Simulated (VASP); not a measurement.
# HPt6S12 (a cell with a defect) in VASP: single point with PBE+D3(BJ)

Aim: the single point of HPt6S12 (a cell with a defect) with PBE+D3(BJ).

Program: VASP 6.6.1. These are calculated values, not measurements. Logs are shortened: lines on timing, memory, paths and dates and some standing lists are left out, and cuts for length are marked.

### 1 The cell of the first run

The cell holds a defect, 19 atoms: a = 6.206 Å, b = 6.206 Å, c = 9.325 Å, α = 90.00°, β = 90.00°, γ = 120.00°.

### 2 Single point, PBE+D3(BJ)

Contents of INCAR:

```
SYSTEM = HPt6S12
PREC = Accurate
ENCUT = 450
EDIFF = 1E-6
ISMEAR = 0
SIGMA = 0.1
LREAL = .FALSE.
LASPH = .TRUE.
NELM = 120
ALGO = Normal
ISIF = 2
LWAVE = .FALSE.
LCHARG = .FALSE.
GGA = PE
IVDW = 12
NBANDS = 82
GGA_COMPAT = .FALSE.
KPAR = 8
```

Contents of KPOINTS:

```
regular mesh
0
G
  4 4 3
  0 0 0
```

Contents of POSCAR:

```
HPt6S12
1.0
    0.0000000000     -6.2064721004      0.0000000000
    5.3749625069      3.1032360502      0.0000000000
    0.0000000000      0.0000000000      9.3245486798
Pt S H
6 12 1
Direct
    0.6696368883      0.3414805215     -0.0047955136
    0.6694889335      0.3313597067      0.5072724871
    0.0078343212      0.0005676319     -0.0066762481
    0.0035850500     -0.0012675437      0.5070104905
    0.3313563736      0.6623028524     -0.0065588161
    0.3353271624      0.6645700310      0.5070932827
    0.3354904914      0.3344696819      0.1264725018
    0.3362941962      0.3319481760      0.6362961044
    0.6697579168     -0.0020028047      0.1099354012
    0.6695511678     -0.0031036496      0.6365571358
    0.0037332425      0.6686952691      0.1264795799
    0.0025810671      0.6652185937      0.6362948174
    0.6694194378      0.6652239891      0.3770650056
    0.6695395396      0.6672610265      0.8612817924
    0.0031558525      0.3327567397      0.3768135189
    0.0023212881      0.3349474527      0.8635429206
    0.3356404281      0.9989961778      0.3768639235
    0.3369780109      1.0021859675      0.8635948266
   -0.3292925814     -0.0500288141      0.2549133563
```

Potentials or basis: VASP PAW PBE potentials, release 64 (Pt, S, H).

Run with:

```sh
$ cat potpaw_PBE.64/Pt/POTCAR potpaw_PBE.64/S/POTCAR potpaw_PBE.64/H/POTCAR > POTCAR
$ mpirun -np 8 vasp_std > vasp.out
```

OUTCAR:

```text
SYSTEM = HPt6S12
   PREC = Accurate
   ENCUT = 450
   EDIFF = 1E-6
   ISMEAR = 0
   LREAL = .FALSE.
   LASPH = .TRUE.
   NELM = 120
   ISIF = 2
   GGA = PE
   IVDW = 12
 IVDW          = 12

 ion  position               nearest neighbor table
   1  0.670  0.341  0.995-  14 2.38   9 2.39   7 2.39  11 2.39  18 2.42  16 2.42
   2  0.669  0.331  0.507-  12 2.39   8 2.39  15 2.40  17 2.40  10 2.40  13 2.40
   3  0.008  0.001  0.993-   9 2.36  18 2.37  11 2.39   7 2.40  16 2.42  14 2.42
   4  0.004  0.999  0.507-  17 2.39   8 2.39  12 2.39  10 2.39  13 2.40  15 2.40
   5  0.331  0.662  0.993-   9 2.36  16 2.37   7 2.39  11 2.40  18 2.42  14 2.42
   6  0.335  0.665  0.507-  15 2.39  12 2.39   8 2.39  10 2.39  13 2.40  17 2.40
   7  0.335  0.334  0.126-   1 2.39   5 2.39   3 2.40
   8  0.336  0.332  0.636-   4 2.39   6 2.39   2 2.39
   9  0.670  0.998  0.110-  19 1.38   3 2.36   5 2.36   1 2.39
  10  0.670  0.997  0.637-   4 2.39   6 2.39   2 2.40
  11  0.004  0.669  0.126-   1 2.39   3 2.39   5 2.40
  12  0.003  0.665  0.636-   6 2.39   4 2.39   2 2.39
  13  0.669  0.665  0.377-   4 2.40   6 2.40   2 2.40
  14  0.670  0.667  0.861-   1 2.38   3 2.42   5 2.42
  15  0.003  0.333  0.377-   6 2.39   2 2.40   4 2.40
  16  0.002  0.335  0.864-   5 2.37   3 2.42   1 2.42
  17  0.336  0.999  0.377-   4 2.39   2 2.40   6 2.40
  18  0.337  0.002  0.864-   3 2.37   5 2.42   1 2.42
  19  0.671  0.950  0.255-   9 1.38

  LATTYP: Found a hexagonal cell.
 ALAT       =     6.2064721004
 C/A-ratio  =     1.5023911377

  Lattice vectors:

 A1 = (   0.0000000000,  -6.2064721004,   0.0000000000)
 A2 = (   5.3749625069,   3.1032360502,   0.0000000000)
 A3 = (   0.0000000000,   0.0000000000,   9.3245486798)

Analysis of symmetry for initial positions (statically):
=====================================================================
 Subroutine PRICEL returns:
 Original cell was already a primitive cell.

 Routine SETGRP: Setting up the symmetry group for a
 hexagonal supercell.

 Subroutine GETGRP returns: Found  1 space group operations
 (whereof  1 operations were pure point group operations)
 out of a pool of 24 trial point group operations.

The static configuration has the point symmetry C_1 .

Analysis of symmetry for dynamics (positions and initial velocities):
=====================================================================
 Subroutine PRICEL returns:
 Original cell was already a primitive cell.

 Routine SETGRP: Setting up the symmetry group for a
 hexagonal supercell.

 Subroutine GETGRP returns: Found  1 space group operations
 (whereof  1 operations were pure point group operations)
 out of a pool of 24 trial point group operations.

The dynamic configuration has the point symmetry C_1 .

 Subroutine INISYM returns: Found  1 space group operations
[... 143 lines left out ...]
   NUPDOWN=      -1.0000    fix difference up-down
   EMIN   =  10.00;   EMAX   =-10.00  energy-range for DOS
   EFERMI =   0.00;   METHOD = LEGACY
   ISMEAR =     0;   SIGMA  =   0.10  broadening in eV -4-tet -1-fermi 0-gaus
   EFERMI_NEDOS =   21; number of points for ismear=-14 and -15
   IALGO  =     38    algorithm
   IMIX   =      4    mixing-type and parameters
     AMIX     =   0.40;   BMIX     =  1.00
     AMIX_MAG =   1.60;   BMIX_MAG =  1.00
  volume/ion in A,a.u.               =      16.37       110.48
  Fermi-wavevector in a.u.,A,eV,Ry     =   1.233321  2.330638 20.695549  1.521080
  Thomas-Fermi vector in A             =   2.368056
   LORBIT       =      0    0 simple, 1 ext, 2 COOP (PROOUT), +10 PAW based schemes
   GGA     = PE    functional components
   LHFCALC =     F    Hartree Fock is set to
   AEXX    =    0.0000 exact exchange contribution
   IVDW    =    12    specifies the selected vdW correction
   LEPSILON=     F    determine dielectric tensor
   LRPA    =     F    only Hartree local field effects (RPA)
 non-spin polarized calculation
 Gauss-broadening in eV      SIGMA  =   0.10
  energy-cutoff  :      450.00
  volume of cell :      311.06
 maximum number of plane-waves:      6764
 NGX is ok and might be reduce to    48
   NGX = 21   NGY = 21   NGZ = 33

 number of electron     133.0000006 magnetization

 Free energy of the ion-electron system (eV)
  ---------------------------------------------------
  ext. energy  EPLUGINS =         0.00000000
  ---------------------------------------------------
  free energy    TOTEN  =       -94.13867314 eV

  energy without entropy =      -94.10617283  energy(sigma->0) =      -94.12242299

 E-fermi :   8.2614     XC(G=0): -11.0903

 val. band max:        8.2361094592   @ k =  -0.2500  -0.2500   0.3333
 cond. band min:       8.2732211317   @ k =  -0.2500   0.5000   0.3333
 fundamental gap:      0.0371116726
 Fermi energy:         8.2614121507

 k-point     1 :       0.0000    0.0000    0.0000
  band No.  band energies     occupation
      1      -8.2019      2.00000
      2      -7.2763      2.00000
      3      -6.6753      2.00000
      4      -5.9725      2.00000
      5      -5.6777      2.00000
      6      -5.6658      2.00000
[... 1933 lines left out ...]
     77       9.8683      0.00000
     78      10.0081      0.00000

 [... further k-points ...]

 [bands above 78 left out]

------------------------ aborting loop because EDIFF is reached ----------------------------------------

 Edisp (eV)   -8.29547

 E8    (eV) :    -3.3121

  FORCE on cell =-STRESS in cart. coord.  units (eV):
  Direction    XX          YY          ZZ          XY          YZ          ZX
  --------------------------------------------------------------------------------------
  -------------------------------------------------------------------------------------
  Total       3.84519     3.21349     1.59137     0.54491    -0.13357    -0.26699
  in kB      19.80525    16.55159     8.19659     2.80662    -0.68795    -1.37515
  external pressure =       14.85 kB  Pullay stress =        0.00 kB

 VOLUME and BASIS-vectors are now :
 -----------------------------------------------------------------------------
  energy-cutoff  :      450.00
  volume of cell :      311.06
      direct lattice vectors                 reciprocal lattice vectors
     0.000000000 -6.206472100  0.000000000     0.093023905 -0.161122129  0.000000000
     5.374962507  3.103236050  0.000000000     0.186047809  0.000000000  0.000000000
     0.000000000  0.000000000  9.324548680     0.000000000  0.000000000  0.107243796

 POSITION                                       TOTAL-FORCE (eV/Angst)
 -----------------------------------------------------------------------------------
      1.83544     -3.09639      9.27983         0.017532      0.007583     -0.011020
      1.78105     -3.12688      4.73009        -0.004177      0.003301     -0.000112
      0.00305     -0.04686      9.26230         0.001791     -0.019274     -0.001306
      5.36815      3.07705      4.72764        -0.001272     -0.000363      0.000330
      3.55985     -0.00127      9.26339        -0.011671      0.004807     -0.004691
      3.57204     -0.01888      4.72842         0.001747      0.003043     -0.008621
[... 11 lines left out ...]
      0.01175     -2.08466      8.05263        -0.000886      0.003288      0.037908
      5.10606     -1.21474      2.37695         0.002004      0.006420     -0.026739
 -----------------------------------------------------------------------------------
    total drift:                                0.000063     -0.000648      0.000105

  FREE ENERGIE OF THE ION-ELECTRON SYSTEM (eV)
  ---------------------------------------------------
  free  energy   TOTEN  =      -102.4341398069 eV

  energy  without entropy=     -102.4016394945  energy(sigma->0) =     -102.41788965
```

stdout:

```text
POSCAR found type information on POSCAR PtS H
 POSCAR found :  3 types and      19 ions
 scaLAPACK will be used
 -----------------------------------------------------------------------------
|                                                                             |
|           W    W    AA    RRRRR   N    N  II  N    N   GGGG   !!!           |
[... 24 lines left out ...]
|                                                                             |
 -----------------------------------------------------------------------------

 LDA part: xc-table for (Slater+PW92), standard interpolation
 POSCAR, INCAR and KPOINTS ok, starting setup
 FFT: planning ... GRIDC
 FFT: planning ... GRID_SOFT
 FFT: planning ... GRID
 WAVECAR not read
 entering main loop
```

Run time: 1.8 min. Hardware: 8 MPI ranks of AMD EPYC 9R45 (Zen 5), shared host; peak memory 0.61 GiB.

Results:

| Quantity | Value |
| --- | --- |
| Free energy | -102.4341 eV |
| Pressure | 1.5 GPa |
| Largest force | 0.042 eV/Å |
| Band gap on the k mesh | zero (an odd number of electrons rules out a gap without spin polarisation) |
| Dispersion energy per atom | -0.437 eV |

Forces in eV/Å, atoms in the order of the input:
```
Pt   0.018  0.008 -0.011
Pt  -0.004  0.003  0.000
Pt   0.002 -0.019 -0.001
Pt  -0.001  0.000  0.000
Pt  -0.012  0.005 -0.005
Pt   0.002  0.003 -0.009
S   -0.002  0.003 -0.040
S    0.003 -0.002 -0.041
S   -0.012 -0.001  0.020
S   -0.004  0.001 -0.031
S   -0.001  0.000 -0.041
S   -0.003 -0.004 -0.040
S   -0.002  0.000  0.035
S    0.006  0.004  0.036
S    0.008 -0.003  0.041
S    0.001  0.000  0.039
S    0.002 -0.007  0.036
S   -0.001  0.003  0.038
H    0.002  0.006 -0.027
```

Stress tensor (GPa, compression positive):
```
 1.98  0.28 -0.14
 0.28  1.66 -0.07
-0.14 -0.07  0.82
```

Levels at points of the mesh, in eV from the Fermi level:
| k point | band 64 | band 65 | band 66 | band 67 | band 68 | band 69 |
| --- | --- | --- | --- | --- | --- | --- |
| (0.00, 0.00, 0.00) | -1.81 | -1.78 | -0.36 | -0.22 | -0.06 | -0.03 |
| (0.50, 0.00, 0.00) | -1.75 | -1.18 | -0.88 | -0.21 | -0.04 | 0.13 |
| (0.00, 0.50, 0.00) | -1.74 | -1.15 | -0.90 | -0.29 | -0.06 | 0.39 |
| (0.50, 0.50, 0.00) | -1.74 | -1.15 | -0.90 | -0.29 | -0.06 | 0.39 |

Caveat: spin-orbit coupling is left out, which moves the levels of the heavy elements; an odd number of electrons without spin polarisation forces a metal; a magnetic or distorted state may lie lower.

The gap in the log of VASP goes by the Fermi energy; the results here count the filled bands.